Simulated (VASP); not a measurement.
Wanted: the native input for a VASP 6.6.1 run.

- Task: single point
- Functional: PBE
- Potentials or basis: VASP PAW PBE potentials, release 64 (P)
- Cutoff: 520 eV
- k mesh: 9 × 9 × 12
- Occupations: fermi-dirac, width 0.05 eV
- Spin: no spin polarisation
- Dipole correction: no
- Further INCAR settings: ALGO = Normal; EDIFF = 1e-06; NBANDS = 14

The structure of P lies in POSCAR:

```
P
1.0
    3.3516927431      0.0000000000      0.0000000000
   -1.6758463716      2.9026510612      0.0000000000
    0.0000000000      0.0000000000      1.9908501593
P
3
Direct
    0.0000000000      0.0000000000      0.0000000000
    0.3333333333      0.6666666667      0.5000000000
    0.6666666667      0.3333333333      0.5000000000
```

These files were run (other wordings do the same):

INCAR

```
SYSTEM = P
PREC     = Accurate       ! precision mode
ENCUT    = 520            ! plane-wave cutoff, eV
EDIFF    = 1E-6           ! SCF threshold, eV
ISMEAR   = -1             ! smearing method
SIGMA    = 0.05           ! smearing width, eV
LREAL    = .False.        ! projectors in reciprocal space
LASPH    = .True.         ! aspherical terms in the spheres
NELM     = 100            ! most SCF steps
ALGO     = Normal         ! electronic algorithm
ISIF     = 2              ! what is computed and relaxed
LWAVE    = .False.        ! write WAVECAR
LCHARG   = .False.        ! write CHGCAR
GGA      = PE             ! functional
NBANDS   = 14             ! bands
```

KPOINTS

```
Automatic mesh
0
Gamma
  9 9 12
  0 0 0
```

Potentials or basis: VASP PAW PBE potentials, release 64 (P).

The run is started by

```sh
$ cat potpaw_PBE.64/P/POTCAR > POTCAR
$ mpirun -np 1 vasp_std > vasp.out
```

It gave:

- Pressure: 386.7 GPa

Run time: 14 s on 1 thread of Intel(R) Xeon(R) Platinum 8375C CPU @ 2.90GHz (Ice Lake) (shared host), peak memory 0.13 GiB.
